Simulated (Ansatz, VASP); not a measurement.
# Two plane-wave programs on Nb

```
Nb
1.0
    -1.63642    1.63642    1.63642
     1.63642   -1.63642    1.63642
     1.63642    1.63642   -1.63642
Nb
1
Direct
  0.00000 0.00000 0.00000
```

Alike in both runs: functional PBEsol; k mesh 24 × 24 × 24; occupations fermi-dirac, width 0.1 eV; no spin polarisation.

Ansatz relaxed the structure, and its values are those at the end. VASP's run is a single point on that final structure, the one shown.

```csv
,VASP,Ansatz
version,VASP 6.6.1,Ansatz 0.2.0
potentials or method,"VASP PAW PBE potentials, release 64 (Nb_sv)","PAW with Ansatz's default frozen-core files, scalar-relativistic"
plane-wave cutoff (eV),520,420
valence electrons in the cell,13,13
```

VASP gave:

| Item | Value |
| --- | --- |
| pressure (GPa) | -0.3 |

Problem. What did Ansatz give for the same quantities?

Solution. Pressure (GPa): 0.0.

VASP's potentials were made for PBE, not for PBEsol.
